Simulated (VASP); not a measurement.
A run of VASP 6.6.1 is set up as follows.

INCAR

```
PREC = Accurate
ENCUT = 520
EDIFF = 1E-6
ISMEAR = -1
SIGMA = 0.1
LREAL = F
LASPH = T
NELM = 80
ALGO = Normal
ISIF = 2
LWAVE = F
LCHARG = T
GGA = RP
LELF = T
LVHAR = T
NBANDS = 28
```

Contents of KPOINTS:

```
regular mesh
0
Gamma
  8 8 11
```

Contents of POSCAR:

```
Sn
1.0
    5.6071057542      0.0000000000      0.0000000000
   -2.8035528771      4.8558960248      0.0000000000
    0.0000000000      0.0000000000      3.4181407542
Sn
3
Direct
    1.0000000000      0.0000000000      0.0000000000
    0.3333333333      0.6666666667      0.5000000000
    0.6666666667      0.3333333333      0.5000000000
```

Potentials or basis: VASP PAW PBE potentials, release 64 (Sn_d).

Run with:

```console
$ cat potpaw_PBE.64/Sn_d/POTCAR > POTCAR
$ mpirun -np 1 vasp_std > vasp.out
```

Predict the pressure.

-2.5 GPa.

What does it give for the band gap on the k mesh?

Zero (bands 21 and 22 overlap by 3.36 eV).

Stress tensor (GPa, compression positive):
```
-1.96  0.00  0.00
 0.00 -1.96  0.00
 0.00  0.00 -3.51
```

Caveat: the PAW data sets were made with another functional, which shifts forces and pressure a little; spin-orbit coupling is left out, which moves the levels of the heavy elements.
